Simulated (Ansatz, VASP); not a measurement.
**In2TeS: VASP beside Ansatz**

```
In Te S
1.0
     3.95255    0.00000    0.00000
    -1.97628    3.42301    0.00000
     0.00000    0.00000    8.31415
In Te S
2 1 1
Direct
  0.66667 0.33333 0.25605
  0.66667 0.33333 0.74395
  0.00000 0.00000 0.00000
  0.66667 0.33333 0.00000
```

Alike in both runs: task single point; functional PBE; k mesh 6 × 6 × 2; occupations gaussian, width 0.1 eV; no spin polarisation.

|  | VASP | Ansatz |
| --- | --- | --- |
| version | VASP 6.6.1 | Ansatz 0.2.0 |
| potentials or method | VASP PAW PBE potentials, release 64 (In_d, Te, S), cutoff 520 eV | scalar-relativistic, plane waves, PAW |
| valence electrons in the cell | 38 | 48 |

|  | VASP | Ansatz | Ansatz less VASP |
| --- | --- | --- | --- |
| gap on the k mesh at the Fermi level (eV) | none | none | - |
| rms of the force components (eV/Å) | 3.565 | 3.594 | +0.0290 |

Atom by atom the forces differ by 0.029 eV/Å (rms over components). A gap of «none» marks a metal or a gap that the smearing closes. VASP's potentials hold 38 valence electrons a cell and Ansatz's 48, so a difference there can come from the potentials and not from the codes.

The k mesh is coarse, so the values compare programs but aren't converged. Neither program's run includes spin-orbit coupling.
